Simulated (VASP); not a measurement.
Set up this calculation in VASP 6.6.1, as the native input.

* Task: single point
* Functional: PBE
* Potentials or basis: VASP PAW PBE potentials, release 64 (Sc_sv)
* Cutoff: 520 eV
* k mesh: 7 × 7 × 7
* Occupations: fermi-dirac, width 0.05 eV
* Spin: no spin polarisation
* Dipole correction: no
* Further INCAR settings: ALGO = Fast; EDIFF = 1e-06; NBANDS = 30

The structure of Sc lies in POSCAR:

```
Sc
1.0
   -3.0880123167      3.0880123167      2.7062434742
    3.0880123167     -3.0880123167      2.7062434742
    3.0880123167      3.0880123167     -2.7062434742
Sc
4
Direct
    0.8374160000      0.6724090000      0.5004570000
    0.3344840000      0.8447640000      0.1771950000
    0.6586190000      0.1764760000      0.8316550000
    0.1690900000      0.3366930000      0.5049780000
```

This cell differs from its parent crystal: atoms moved at random.

One way to write it, as run:

INCAR

```
PREC = Accurate ; ENCUT = 520
EDIFF = 1E-6 ; ISMEAR = -1
SIGMA = 0.05 ; LREAL = False
LASPH = True ; NELM = 60
ALGO = Fast ; ISIF = 2
LWAVE = False ; LCHARG = True
GGA = PE ; LELF = True
LVHAR = True ; NBANDS = 30
```

KPOINTS

```
Automatic mesh
0
Gamma
  7 7 7
```

Potentials or basis: VASP PAW PBE potentials, release 64 (Sc_sv).

Run with:

```bash
$ cat potpaw_PBE.64/Sc_sv/POTCAR > POTCAR
$ mpirun -np 1 vasp_std > vasp.out
```

It gave:

| Quantity | Value |
| --- | --- |
| Pressure | 0.1 GPa |
| Largest force | 0.417 eV/Å |
| Band gap on the k mesh | zero (bands 22 and 23 overlap by 0.62 eV) |

Caveat: the cell differs from its parent crystal (atoms moved at random).

Run time: 25 min on 1 thread of Intel Xeon 8259CL, on a shared host, peak memory 0.52 GiB.
